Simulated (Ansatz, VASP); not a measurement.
B2W: VASP beside Ansatz

```
B W
1.0
     2.95960    0.00000    0.00000
    -1.47980    2.56309    0.00000
     0.00000    0.00000    3.05000
B W
2 1
Direct
  0.33333 0.66667 0.50000
  0.66667 0.33333 0.50000
  0.00000 0.00000 0.00000
```

Change from the starting cell: equal xx and yy strain of -2 %, PAW files.

Alike in both runs: task electric field gradients; functional LDA; k mesh 14 × 14 × 12; occupations fermi-dirac, width 0.05 eV; no spin polarisation.

|  | VASP | Ansatz |
| --- | --- | --- |
| version | VASP 6.6.1 | Ansatz 0.2.0 |
| potentials or method | VASP PAW LDA potentials, release 64 (B, W_sv) | PAW with Ansatz's default frozen-core files, scalar-relativistic |
| plane-wave cutoff (eV) | 520 | 420 |
| valence electrons in the cell | 20 | 20 |

```tsv
	VASP	Ansatz	Ansatz less VASP
pressure (GPa)	44.2	41.9	-2.33
traceless stress, the component that is largest in VASP (GPa)	7.95	7.83	-0.124
size of Vzz on the site where it differs most (V/Å²)	30.7	48.7	+17.98
```

LDA's correlation is that of Perdew and Zunger in VASP and of Perdew and Wang (1992) in Ansatz. Both programs put the cell under a high pressure, so it lies far from rest at this level.

Neither program's run includes spin-orbit coupling.
